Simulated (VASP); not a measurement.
# Zr (P6_3/mmc) in VASP: a series of runs

Runs on Zr. Level: LDA. Tasks: single point.

Everything below comes from runs of VASP 6.6.1. Logs are shortened: lines on timing, memory, paths and dates and some standing lists are left out, and cuts for length are marked.

## (1) The cell of the first run

The structure is hexagonal, space group P6_3/mmc (No. 194). Conventional cell: a = 2.693 Å, b = 2.693 Å, c = 4.857 Å, α = 90.00°, β = 90.00°, γ = 120.00°. Within 3.6 Å of Zr (site symmetry -6m2) lie 12 Zr at 2.69 to 2.88 Å.

## (2) Single point, LDA (volume scaled by 0.7)

Input file INCAR:

```
ALGO = Normal ; EDIFF = 1E-6
ENCUT = 520 ; ISIF = 2
ISMEAR = -1 ; LASPH = True
LCHARG = False ; LREAL = False
LWAVE = False ; NBANDS = 19
NELM = 80 ; PREC = Accurate
SIGMA = 0.1
```

Input file KPOINTS:

```
k-points
0
Gamma
  14 14 8
```

Input file POSCAR:

```
Zr
1.0
    2.6932068994      0.0000000000      0.0000000000
   -1.3466034497      2.3323855925      0.0000000000
    0.0000000000      0.0000000000      4.8572293851
Zr
2
Direct
    0.3333333333      0.6666666667      0.2500000000
    0.6666666667      0.3333333333      0.7500000000
```

Potentials or basis: VASP PAW LDA potentials, release 64 (Zr_sv).

Launch:

```
> cat potpaw_LDA.64/Zr_sv/POTCAR > POTCAR
> mpirun -np 1 vasp_std > vasp.out
```

OUTCAR:

```text
EDIFF = 1E-6
   ENCUT = 520
   ISIF = 2
   ISMEAR = -1
   LASPH = True
   LREAL = False
   NELM = 80
   PREC = Accurate

 ion  position               nearest neighbor table
   1  0.333  0.667  0.250-   2 2.88   2 2.88   2 2.88   2 2.88   2 2.88   2 2.88
   2  0.667  0.333  0.750-   1 2.88   1 2.88   1 2.88   1 2.88   1 2.88   1 2.88

  LATTYP: Found a hexagonal cell.
 ALAT       =     2.6932068994
 C/A-ratio  =     1.8035114147

  Lattice vectors:

 A1 = (   2.6932068994,   0.0000000000,   0.0000000000)
 A2 = (  -1.3466034497,   2.3323855925,   0.0000000000)
 A3 = (   0.0000000000,   0.0000000000,   4.8572293851)

Analysis of symmetry for initial positions (statically):
=====================================================================
 Subroutine PRICEL returns:
 Original cell was already a primitive cell.

 Routine SETGRP: Setting up the symmetry group for a
 hexagonal supercell.

 Subroutine GETGRP returns: Found 24 space group operations
 (whereof 12 operations were pure point group operations)
 out of a pool of 24 trial point group operations.

The static configuration has the point symmetry D_3d.
 The point group associated with its full space group is D_6h.

Analysis of symmetry for dynamics (positions and initial velocities):
=====================================================================
 Subroutine PRICEL returns:
 Original cell was already a primitive cell.

 Routine SETGRP: Setting up the symmetry group for a
 hexagonal supercell.

 Subroutine GETGRP returns: Found 24 space group operations
 (whereof 12 operations were pure point group operations)
 out of a pool of 24 trial point group operations.

The dynamic configuration has the point symmetry D_3d.
 The point group associated with its full space group is D_6h.

 Subroutine INISYM returns: Found 24 space group operations
 (whereof 12 operations are pure point group operations),
 and found     1 'primitive' translations

----------------------------------------------------------------------------------------

                                     Primitive cell

  volume of cell :      30.5112

  direct lattice vectors                    reciprocal lattice vectors
     2.693206899  0.000000000  0.000000000     0.371304559  0.214372787  0.000000000
    -1.346603450  2.332385593  0.000000000     0.000000000  0.428745574  0.000000000
     0.000000000  0.000000000  4.857229385     0.000000000  0.000000000  0.205878685

  length of vectors
     2.693206899  2.693206899  4.857229385     0.428745574  0.428745574  0.205878685

  position of ions in fractional coordinates (direct lattice)
     0.333333333  0.666666667  0.250000000
     0.666666667  0.333333333  0.750000000

  ion indices of the primitive-cell ions
   primitive index   ion index
                 1           1
                 2           2

----------------------------------------------------------------------------------------

 KPOINTS: k-points

Automatic generation of k-mesh.
 Grid dimensions read from file:
 generate k-points for:   14   14    8

 Generating k-lattice:

  Cartesian coordinates                     Fractional coordinates (reciprocal lattice)
     0.026521754  0.015312342  0.000000000     0.071428571  0.000000000  0.000000000
     0.000000000  0.030624684  0.000000000     0.000000000  0.071428571  0.000000000
     0.000000000  0.000000000  0.025734836     0.000000000  0.000000000  0.125000000

  Length of vectors
     0.030624684  0.030624684  0.025734836

  Shift w.r.t. Gamma in fractional coordinates (k-lattice)
     0.000000000  0.000000000  0.000000000

 Subroutine IBZKPT returns following result:
 ===========================================

 Found    120 irreducible k-points:

 Following reciprocal coordinates:
            Coordinates               Weight
  0.000000  0.000000  0.000000      1.000000
  0.071429  0.000000  0.000000      6.000000
  0.142857  0.000000  0.000000      6.000000
  0.214286  0.000000  0.000000      6.000000
  0.285714  0.000000  0.000000      6.000000
  0.357143  0.000000  0.000000      6.000000
[... 16 lines left out ...]
  0.285714  0.285714  0.000000      6.000000
  0.357143  0.285714  0.000000      6.000000
 [... further k-points ...]
   k-points           NKPTS =    120   k-points in BZ     NKDIM =    120   number of bands    NBANDS=     19
   number of dos      NEDOS =    301   number of ions     NIONS =      2
   total plane-waves  NPLWV =  14400
   dimension x,y,z NGX =    20 NGY =   20 NGZ =   36
   dimension x,y,z NGXF=    40 NGYF=   40 NGZF=   72
   ions per type =               2
   NGX,Y,Z   is equivalent  to a cutoff of  12.35, 12.35, 12.32 a.u.
   NGXF,Y,Z  is equivalent  to a cutoff of  24.69, 24.69, 24.64 a.u.
 SYSTEM =  unknown system
   PREC   = accura    normal or accurate (medium, high low for compatibility)
   ISTART =      0    job   : 0-new  1-cont  2-samecut
   ICHARG =      2    charge: 1-file 2-atom 10-const
   ISPIN  =      1    spin polarized calculation?
   LNONCOLLINEAR =      F non collinear calculations
   LSORBIT =      F    spin-orbit coupling
   LASPH  =      T    aspherical Exc in radial PAW
   ENCUT  =  520.0 eV  38.22 Ry    6.18 a.u.   5.01  5.01  9.03*2*pi/ulx,y,z
   NELM   =     80;   NELMIN=  2; NELMDL= -5     # of ELM steps
   EDIFF  = 0.1E-05   stopping-criterion for ELM
   LREAL  =      F    real-space projection
   EDIFFG = 0.1E-04   stopping-criterion for IOM
   NSW    =      0    number of steps for IOM
   IBRION =     -1    ionic relax: 0-MD 1-quasi-New 2-CG
   NFREE  =      0    steps in history (QN), initial steepest desc. (CG)
   ISIF   =      2    stress and relaxation
   ISYM   =      2    0-nonsym 1-usesym 2-fastsym
   POTIM  = 0.5000    time-step for ionic-motion
   TEBEG  =    0.0;   TEEND  =   0.0 temperature during run
   PSTRESS=    0.0 pullay stress
   NELECT =      24.0000    total number of electrons
   NUPDOWN=      -1.0000    fix difference up-down
   EMIN   =  10.00;   EMAX   =-10.00  energy-range for DOS
   EFERMI =   0.00;   METHOD = LEGACY
   ISMEAR =    -1;   SIGMA  =   0.10  broadening in eV -4-tet -1-fermi 0-gaus
   EFERMI_NEDOS =   21; number of points for ismear=-14 and -15
   IALGO  =     38    algorithm
   IMIX   =      4    mixing-type and parameters
     AMIX     =   0.40;   BMIX     =  1.00
     AMIX_MAG =   1.60;   BMIX_MAG =  1.00
  volume/ion in A,a.u.               =      15.26       102.95
  Fermi-wavevector in a.u.,A,eV,Ry     =   1.511213  2.855779 31.072506  2.283765
  Thomas-Fermi vector in A             =   2.621300
   LORBIT       =      0    0 simple, 1 ext, 2 COOP (PROOUT), +10 PAW based schemes
   GGA     = CA    functional components
   LHFCALC =     F    Hartree Fock is set to
   AEXX    =    0.0000 exact exchange contribution
   IVDW    =     0    specifies the selected vdW correction
   LEPSILON=     F    determine dielectric tensor
   LRPA    =     F    only Hartree local field effects (RPA)
 non-spin polarized calculation
  energy-cutoff  :      520.00
  volume of cell :       30.51
 maximum number of plane-waves:       837
 NGX is ok and might be reduce to    20
   NGX =  9   NGY =  9   NGZ = 19

 number of electron      23.9999999 magnetization

 Free energy of the ion-electron system (eV)
  ---------------------------------------------------
  ext. energy  EPLUGINS =         0.00000000
  ---------------------------------------------------
  free energy    TOTEN  =       -16.61635419 eV

  energy without entropy =      -16.57377397  energy(sigma->0) =      -16.59506408

 E-fermi :  14.2181     XC(G=0): -13.3549

 val. band max:       14.1918369804   @ k =   0.2857   0.2857   0.0000
 cond. band min:      14.2407803878   @ k =   0.2857   0.1429   0.0000
 fundamental gap:      0.0489434074
 Fermi energy:        14.2180879164

 k-point     1 :       0.0000    0.0000    0.0000
  band No.  band energies     occupation
      1     -34.0213      2.00000
      2     -33.5154      2.00000
      3     -13.4421      2.00000
      4     -10.6745      2.00000
      5     -10.3820      2.00000
      6     -10.3820      2.00000
[... 11 lines left out ...]
     18      18.6447      0.00000
     19      21.3977      0.00000

 k-point     2 :       0.0714    0.0000    0.0000
  band No.  band energies     occupation
      1     -33.9855      2.00000
      2     -33.4892      2.00000
      3     -13.3889      2.00000
      4     -10.6774      2.00000
      5     -10.5682      2.00000
      6     -10.4310      2.00000
[... 11 lines left out ...]
     18      18.3858      0.00000
     19      21.5515      0.00000

 k-point     3 :       0.1429    0.0000    0.0000
  band No.  band energies     occupation
      1     -33.8831      2.00000
      2     -33.4155      2.00000
      3     -13.2344      2.00000
      4     -11.0746      2.00000
      5     -10.8188      2.00000
      6     -10.6897      2.00000
[... 11 lines left out ...]
     18      17.8014      0.00000
     19      21.8324      0.00000

 k-point     4 :       0.2143    0.0000    0.0000
  band No.  band energies     occupation
      1     -33.7291      2.00000
      2     -33.3091      2.00000
      3     -12.9932      2.00000
      4     -11.7705      2.00000
      5     -11.4843      2.00000
      6     -10.7417      2.00000
[... 11 lines left out ...]
     18      18.2936      0.00000
     19      22.0325      0.00000

 k-point     5 :       0.2857    0.0000    0.0000
  band No.  band energies     occupation
      1     -33.5475      2.00000
      2     -33.1927      2.00000
      3     -12.6913      2.00000
      4     -12.5001      2.00000
      5     -12.1746      2.00000
      6     -10.9294      2.00000
[... 11 lines left out ...]
     18      19.7897      0.00000
     19      22.1082      0.00000

 k-point     6 :       0.3571    0.0000    0.0000
  band No.  band energies     occupation
      1     -33.3700      2.00000
      2     -33.0930      2.00000
      3     -13.1252      2.00000
      4     -12.7635      2.00000
      5     -12.3674      2.00000
      6     -11.0906      2.00000
[... 11 lines left out ...]
     18      21.4705      0.00000
     19      22.1024      0.00000

 k-point     7 :       0.4286    0.0000    0.0000
  band No.  band energies     occupation
      1     -33.2337      2.00000
      2     -33.0324      2.00000
      3     -13.5427      2.00000
      4     -13.1565      2.00000
      5     -12.0842      2.00000
      6     -11.1985      2.00000
[... 11 lines left out ...]
     18      22.6669      0.00000
     19      23.0310      0.00000

 k-point     8 :       0.5000    0.0000    0.0000
  band No.  band energies     occupation
      1     -33.1796      2.00000
      2     -33.0151      2.00000
      3     -13.6891      2.00000
      4     -13.2943      2.00000
      5     -11.9570      2.00000
      6     -11.2363      2.00000
[... 256 lines left out ...]
 k-point    20 :       0.2143    0.2143    0.0000
  band No.  band energies     occupation
      1     -33.3240      2.00000
      2     -33.0675      2.00000
      3     -12.8157      2.00000
      4     -12.7192      2.00000
      5     -12.2826      2.00000
      6     -11.4844      2.00000
[... 11 lines left out ...]
     18      21.2012      0.00000
     19      23.4286      0.00000

 k-point    21 :       0.2857    0.2143    0.0000
  band No.  band energies     occupation
      1     -33.1878      2.00000
      2     -33.0106      2.00000
      3     -13.1116      2.00000
      4     -12.8771      2.00000
      5     -11.9922      2.00000
      6     -11.8275      2.00000
[... 11 lines left out ...]
     18      21.4493      0.00000
     19      24.9080      0.00000

 k-point    22 :       0.3571    0.2143    0.0000
  band No.  band energies     occupation
      1     -33.0988      2.00000
      2     -32.9907      2.00000
      3     -13.2772      2.00000
      4     -12.9226      2.00000
      5     -12.0583      2.00000
      6     -11.7648      2.00000
[... 11 lines left out ...]
     18      21.2000      0.00000
     19      25.4812      0.00000

 k-point    23 :       0.2857    0.2857    0.0000
  band No.  band energies     occupation
      1     -33.0862      2.00000
      2     -32.9880      2.00000
      3     -13.0820      2.00000
      4     -12.8277      2.00000
      5     -12.2313      2.00000
      6     -11.8945      2.00000
[... 11 lines left out ...]
     18      20.9903      0.00000
     19      25.3787      0.00000

 k-point    24 :       0.3571    0.2857    0.0000
  band No.  band energies     occupation
      1     -33.0361      2.00000
      2     -32.9936      2.00000
      3     -13.0394      2.00000
      4     -12.6877      2.00000
      5     -12.4884      2.00000
      6     -12.0858      2.00000
[... 11 lines left out ...]
     18      20.3724      0.00000
     19      25.3822      0.00000

 [... further k-points ...]
[... 5 lines left out ...]
  --------------------------------------------------------------------------------------
  -------------------------------------------------------------------------------------
  Total       11.9702795     11.9702795     11.9645013      0.0000000     -0.0000000      0.0000000
  in kB      628.5736784    628.5736784    628.2702576      0.0000000     -0.0000000      0.0000000
  external PRESSURE =     628.4725381 kB  Pullay stress =       0.0000000 kB

 VOLUME and BASIS-vectors are now :
 -----------------------------------------------------------------------------
  energy-cutoff  :      520.00
  volume of cell :       30.51
      direct lattice vectors                 reciprocal lattice vectors
     2.693206899  0.000000000  0.000000000     0.371304559  0.214372787  0.000000000
    -1.346603450  2.332385593  0.000000000     0.000000000  0.428745574  0.000000000
     0.000000000  0.000000000  4.857229385     0.000000000  0.000000000  0.205878685

 POSITION                                       TOTAL-FORCE (eV/Angst)
 -----------------------------------------------------------------------------------
     -0.00000      1.55492      1.21431        -0.000000      0.000000      0.000000
      1.34660      0.77746      3.64292         0.000000      0.000000      0.000000
 -----------------------------------------------------------------------------------
    total drift:                               -0.000000      0.000000     -0.000000

  FREE ENERGIE OF THE ION-ELECTRON SYSTEM (eV)
  ---------------------------------------------------
  free  energy   TOTEN  =       -16.6163541908 eV

  energy  without entropy=      -16.5737739713  energy(sigma->0) =      -16.59506408
```

It took 19 s on 1 thread of Intel Xeon 6975P-C (Granite Rapids), shared host; peak memory 0.16 GiB.

What came out:

- Free energy: -16.6164 eV
- Pressure: 62.8 GPa
- Band gap on the k mesh: zero (band 12 reaches 15.40 eV, above the bottom of band 13 at 13.98 eV)

Caveat: the cell differs from its parent crystal (volume scaled by 0.7).

## (3) Single point, LDA

This run uses another cell than the first one, of 17.43 Å³/atom, 1.143 times its volume.

Input file INCAR:

```
SYSTEM = Zr
PREC     = Accurate       ! precision mode
ENCUT    = 520            ! plane-wave cutoff, eV
EDIFF    = 1E-6           ! SCF threshold, eV
ISMEAR   = -1             ! smearing method
SIGMA    = 0.1            ! smearing width, eV
LREAL    = .False.        ! projectors in reciprocal space
LASPH    = .True.         ! aspherical terms in the spheres
NELM     = 100            ! most SCF steps
ALGO     = Normal         ! electronic algorithm
ISIF     = 2              ! what is computed and relaxed
LWAVE    = .False.        ! write WAVECAR
LCHARG   = .True.         ! write CHGCAR
LELF     = .True.         ! ELF
LVHAR    = .True.       
NBANDS   = 19             ! bands
```

Input file KPOINTS:

```
Automatic mesh
0
Gamma
  14 14 8
  0 0 0
```

Input file POSCAR:

```
Zr
1.0
    2.8544553761      0.0000000000      0.0000000000
   -1.4272276880      2.4720308697      0.0000000000
    0.0000000000      0.0000000000      4.9416670538
Zr
2
Direct
    0.3333333333      0.6666666667      0.2500000000
    0.6666666667      0.3333333333      0.7500000000
```

Potentials or basis: VASP PAW LDA potentials, release 64 (Zr_sv).

Launch:

```
> cat potpaw_LDA.64/Zr_sv/POTCAR > POTCAR
> mpirun -np 1 vasp_std > vasp.out
```

It took 21 s on 1 thread of Intel Xeon 6975P-C (Granite Rapids), shared host; peak memory 0.18 GiB.

The run converged. Its results:

```
Free energy            : -17.8681 eV
Pressure               : 31.7 GPa
Band gap on the k mesh : zero (band 12 reaches 13.39 eV, above the bottom of band 13 at 12.10 eV)
```

Levels at points of the mesh, in eV from the Fermi level:
| k point | band 10 | band 11 | band 12 | band 13 | band 14 | band 15 |
| --- | --- | --- | --- | --- | --- | --- |
| (0.00, 0.00, 0.00) | -3.63 | 0.19 | 1.08 | 1.08 | 1.84 | 1.84 |
| (0.50, 0.00, 0.00) | -3.22 | -2.92 | 0.60 | 1.14 | 1.20 | 1.67 |
| (0.00, 0.00, 0.50) | -3.88 | -0.27 | -0.27 | 1.12 | 1.12 | 1.12 |
| (0.50, 0.00, 0.50) | -3.80 | -2.01 | -2.01 | 3.26 | 3.26 | 3.32 |
